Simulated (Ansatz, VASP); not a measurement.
## Ir in VASP and in Ansatz

```
CELL_PARAMETERS angstrom
-1.61566 1.61566 1.61566
1.61566 -1.61566 1.61566
1.61566 1.61566 -1.61566
ATOMIC_POSITIONS crystal
Ir 0.00000 0.00000 0.00000
```

Alike in both runs: task single point; functional PBE; k mesh 16 × 16 × 16; occupations fermi-dirac, width 0.1 eV; no spin polarisation.

|  | VASP | Ansatz |
| --- | --- | --- |
| version | VASP 6.6.1 | Ansatz 0.2.0 |
| potentials or method | VASP PAW PBE potentials, release 64 (Ir), cutoff 500 eV | plane waves (420 eV) with PAW, scalar-relativistic |
| valence electrons in the cell | 9 | 17 |

|  | VASP | Ansatz | Ansatz less VASP |
| --- | --- | --- | --- |
| pressure (GPa) | -25.6 | -25.8 | -0.17 |

With one functional, cell and mesh, what is left measures potentials, basis and numerics. VASP's potentials hold 9 valence electrons a cell and Ansatz's 17, so a difference there can come from the potentials and not from the codes.

Neither program's run includes spin-orbit coupling.
